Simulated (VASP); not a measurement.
A run of VASP 6.6.1:

The input INCAR:

```
PREC = Accurate ; ENCUT = 520
EDIFF = 1E-6 ; ISMEAR = 0
SIGMA = 0.1 ; LREAL = False
LASPH = True ; NELM = 100
ALGO = Normal ; ISIF = 2
LWAVE = False ; LCHARG = True
GGA = PE ; LELF = True
LVHAR = True ; NBANDS = 22
```

Contents of KPOINTS:

```
Automatic mesh
0
Gamma
  12 12 6
```

POSCAR

```
SiSbTe3
1.0
    4.8947424446      0.0000000000      0.0000000000
   -2.4473712223      4.2389713020      0.0000000000
    0.0000000000      0.0000000000      9.1494519918
Si Sb Te
1 1 3
Direct
    0.0000000000      0.0000000000      0.5000000000
    0.3333333333      0.6666666667      0.0000000000
    0.6666666667      0.3333333333      0.3491936585
    0.6666666667      0.3333333333      0.6508063415
    0.0000000000      0.0000000000      0.0000000000
```

Potentials or basis: VASP PAW PBE potentials, release 64 (Si, Sb, Te).

The run is started by

```console
$ cat potpaw_PBE.64/Si/POTCAR potpaw_PBE.64/Sb/POTCAR potpaw_PBE.64/Te/POTCAR > POTCAR
$ mpirun -np 1 vasp_std > vasp.out
```

Hardware: 1 thread of Intel(R) Xeon(R) Platinum 8259CL CPU @ 2.50GHz (Skylake/Cascade Lake), with other jobs on the host.

**Question.** How long does it take, and how much memory?

**Answer.** Wall time 4.2 min on 1 thread of Intel(R) Xeon(R) Platinum 8259CL CPU @ 2.50GHz (Skylake/Cascade Lake), with other jobs on the host, peak memory 0.5 GiB. Counts: scf iterations 13, k points 76.
